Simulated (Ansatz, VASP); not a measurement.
One calculation of CrBrCl, two programs

The input INCAR:

```
SYSTEM = CrBrCl
PREC     = Accurate       ! precision mode
ENCUT    = 520            ! plane-wave cutoff, eV
EDIFF    = 1E-6           ! SCF threshold, eV
ISMEAR   = 0              ! smearing method
SIGMA    = 0.1            ! smearing width, eV
LREAL    = .False.        ! projectors in reciprocal space
LASPH    = .True.         ! aspherical terms in the spheres
NELM     = 150            ! most SCF steps
ALGO     = Normal         ! electronic algorithm
ISIF     = 2              ! what is computed and relaxed
LWAVE    = .False.        ! write WAVECAR
LCHARG   = .False.        ! write CHGCAR
ISPIN    = 2              ! spin polarisation
MAGMOM   = 3 0 0          ! initial moments
LORBIT   = 11             ! projections on sites
LMAXMIX  = 4              ! l up to which the mixer works
LDIPOL   = .True.       
IDIPOL   = 3            
DIPOL    = 0.5 0.5 0.498
GGA      = PE             ! functional
NBANDS   = 24             ! bands
```

KPOINTS

```
Automatic mesh
0
Gamma
  6 6 1
  0 0 0
```

The input POSCAR:

```
CrBrCl
1.0
    3.6875736600      0.0000000000      0.0000000000
   -1.8437868300      3.1935320500      0.0000000000
    0.0000000000      0.0000000000     18.0000000000
Cr Br Cl
1 1 1
Direct
    0.0000000000      0.0000000000      0.4940000000
    0.3333333300      0.6666666700      0.5847324800
    0.6666666700      0.3333333300      0.4152675200
```

Input for Ansatz:

```yaml
crystal:
  lattice:
    - [3.68757366, 0.0, 0.0]
    - [-1.84378683, 3.19353205, 0.0]
    - [0.0, 0.0, 18.0]
  atoms:
    - { symbol: Cr, position: [0.0, 0.0, 0.494], spin: 3.0 }
    - { symbol: Br, position: [0.33333333, 0.66666667, 0.58473248] }
    - { symbol: Cl, position: [0.66666667, 0.33333333, 0.41526752] }
  periodic: [true, true, false]
basis:
  ecutwfc: 420
kpoints:
  mp_grid: { grid: [6, 6, 1] }
hamiltonian:
  xc: pbe
scf:
  occupations: { method: gaussian, width: 0.1 }
  lower_state_search: "off"
output:
  forces: true
  stress: true
  eigenvalues: true
  populations: true
magnetization:
  spin_polarized: true
```

Alike in both runs: task single point; functional PBE; k mesh 6 × 6 × 1; occupations gaussian, width 0.1 eV; collinear spin.

|  | VASP | Ansatz |
| --- | --- | --- |
| version | VASP 6.6.1 | Ansatz 0.2.0 |
| potentials or method | VASP PAW PBE potentials, release 64 (Cr_pv, Br, Cl), cutoff 520 eV | scalar-relativistic, plane waves, PAW |
| valence electrons in the cell | 26 | 28 |

Ansatz gave:

- gap on the k mesh at the Fermi level (eV): none
- rms of the force components (eV/Å): 0.210
- net moment per atom (μB): 1.33
- size of the moment on the site where the two differ most (μB): 3.53

**Question.** Estimate VASP's values.

**Answer.** gap on the k mesh at the Fermi level (eV): none; rms of the force components (eV/Å): 0.207; net moment per atom (μB): 1.33; size of the moment on the site where the two differ most (μB): 3.68.

Site moments also hang on the region over which each program counts them. Atom by atom the forces differ by 0.003 eV/Å (rms over components). A gap of «none» marks a metal or a gap that the smearing closes. The functional is the same, so the differences come from potentials, cutoffs and numerics. VASP's potentials hold 26 valence electrons a cell and Ansatz's 28, so a difference there can come from the potentials and not from the codes. Ansatz's warnings: slab cell height set, structure snapped to symmetry.
